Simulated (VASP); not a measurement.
A run of VASP 6.6.1 is set up as follows.

The input POSCAR:

```
Au
1.0
    2.9007102904      0.0000000000      0.0000000000
   -1.4503551452      2.5120888005      0.0000000000
    0.0000000000      0.0000000000      5.2959517509
Au
2
Direct
    0.6666666667      0.3333333333      0.2500000000
    0.3333333333      0.6666666667      0.7500000000
```

The input INCAR.step1:

```
  ALGO = Normal
  EDIFF = 1E-5
  ENCUT = 520
  GGA = PE
  ISIF = 2
  ISMEAR = -1
  LASPH = True
  LREAL = False
  LWAVE = True
  NBANDS = 18
  NELM = 100
  PREC = Accurate
  SIGMA = 0.05
```

Contents of INCAR.step2:

```
  AEXX = 0.2
  AGGAC = 0.81
  AGGAX = 0.72
  ALDAC = 0.19
  ALGO = Normal
  EDIFF = 1E-6
  ENCUT = 520
  GGA = B3
  ISIF = 2
  ISMEAR = -1
  ISTART = 1
  LASPH = True
  LCHARG = True
  LELF = True
  LHFCALC = True
  LREAL = False
  LVHAR = True
  LWAVE = False
  NBANDS = 18
  NELM = 100
  PREC = Accurate
  PRECFOCK = Normal
  SIGMA = 0.05
```

The input KPOINTS:

```
k-points
0
Gamma
  6 6 3
```

Potentials or basis: VASP PAW PBE potentials, release 64 (Au).

The run is started by

```console
$ cat potpaw_PBE.64/Au/POTCAR > POTCAR
$ cp INCAR.step1 INCAR
$ mpirun -np 1 vasp_std > vasp.out
$ cp INCAR.step2 INCAR
$ mpirun -np 1 vasp_std > vasp.out
```

(1) Estimate the pressure.

(2) Estimate the band gap on the k mesh.

Results:

(1) 0.3 GPa.

(2) zero (bands 11 and 12 overlap by 7.53 eV).

Caveat: the k points lie up to 0.42 Å⁻¹ apart, too coarse for converged energies and pressures of a metal; the PAW data sets were made with another functional, which shifts forces and pressure a little; spin-orbit coupling is left out, which moves the levels of the heavy elements.
